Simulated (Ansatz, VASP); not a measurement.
**MnO2 in VASP and in Ansatz**

Contents of INCAR:

```
PREC     = Accurate       # precision mode
ENCUT    = 520            # plane-wave cutoff, eV
EDIFF    = 1E-7           # SCF threshold, eV
ISMEAR   = 0              # smearing method
SIGMA    = 0.1            # smearing width, eV
LREAL    = False          # projectors in reciprocal space
LASPH    = True           # aspherical terms in the spheres
NELM     = 150            # most SCF steps
ALGO     = Normal         # electronic algorithm
ISIF     = 2              # what is computed and relaxed
LWAVE    = False          # write WAVECAR
LCHARG   = False          # write CHGCAR
ISPIN    = 2              # spin polarisation
MAGMOM   = 4 0 0          # initial moments
LORBIT   = 11             # projections on sites
LMAXMIX  = 4              # l up to which the mixer works
GGA      = B5             # functional
ALDAX    = 1.0          
AGGAX    = 1.0          
AGGAC    = 1.0          
ALDAC    = 0.0          
IVDW     = 12             # dispersion correction
VDW_S6   = 1.0          
VDW_S8   = 2.6996       
VDW_A1   = 0.4298       
VDW_A2   = 4.2359       
NBANDS   = 24             # bands
```

KPOINTS

```
Automatic mesh
0
Gamma
  11 11 6
```

Contents of POSCAR:

```
MnO2
1.0
    2.8565781804      0.0000000000      0.0000000000
   -1.4282890902      2.4738692722      0.0000000000
    0.0000000000      0.0000000000      4.6013740589
Mn O
1 2
Direct
    0.0000000000      0.0000000000      0.5000000000
    0.3333333333      0.6666666667      0.7062925700
    0.6666666667      0.3333333333      0.2937074300
```

Contents of input.yaml:

```yaml
crystal:
  lattice:
    - [2.8565781804, 0.0, 0.0]
    - [-1.4282890902, 2.4738692722, 0.0]
    - [0.0, 0.0, 4.6013740589]
  atoms:
    - { symbol: Mn, position: [0.0, 0.0, 0.5], spin: 4.0 }
    - { symbol: O, position: [0.3333333333, 0.6666666667, 0.70629257] }
    - { symbol: O, position: [0.6666666667, 0.3333333333, 0.29370743] }
hamiltonian:
  xc: blyp
  pseudopotentials: { kind: paw }
  dispersion: d3bj
magnetization:
  spin_polarized: true
kpoints:
  mp_grid: { grid: [11, 11, 6] }
scf:
  occupations: { method: gaussian, width: 0.1 }
output:
  forces: true
  stress: true
  eigenvalues: true
  write_density: true
  write_potential: true
  elf: true
  volumetric_format: npy
```

Alike in both runs: functional BLYP; dispersion D3(BJ); k mesh 11 × 11 × 6; occupations gaussian, width 0.1 eV; collinear spin.

```csv
,VASP,Ansatz
version,VASP 6.6.1,Ansatz 0.2.0
potentials or method,"VASP PAW PBE potentials, release 64 (Mn_pv, O)",Ansatz PAW
plane-wave cutoff (eV),520,420
valence electrons in the cell,25,27
task,single point,electron localisation function
```

Ansatz gave:

- gap on the k mesh at the Fermi level (eV): 0.72
- least direct gap on the mesh (eV): 0.77
- pressure (GPa): 5.7
- traceless stress, the component that is largest in VASP (GPa): -2.97
- rms of the force components (eV/Å): 0.225
- net moment per atom (μB): 1.00
- size of the moment on the site where the two differ most (μB): 2.47

Question: What did VASP give for the same quantities?

Answer: gap on the k mesh at the Fermi level (eV): 0.68; least direct gap on the mesh (eV): 0.72; pressure (GPa): 6.9; traceless stress, the component that is largest in VASP (GPa): -3.46; rms of the force components (eV/Å): 0.274; net moment per atom (μB): 1.00; size of the moment on the site where the two differ most (μB): 2.79.

VASP's potentials were made for PBE, not for BLYP. Site moments also hang on the region over which each program counts them. Atom by atom the forces differ by 0.049 eV/Å (rms over components). VASP's potentials hold 25 valence electrons a cell and Ansatz's 27, so a difference there can come from the potentials and not from the codes.

Noted on Ansatz's run: odd divisions of the mesh miss points on the zone boundary, where band edges often lie, so the gap on the mesh can be too wide.
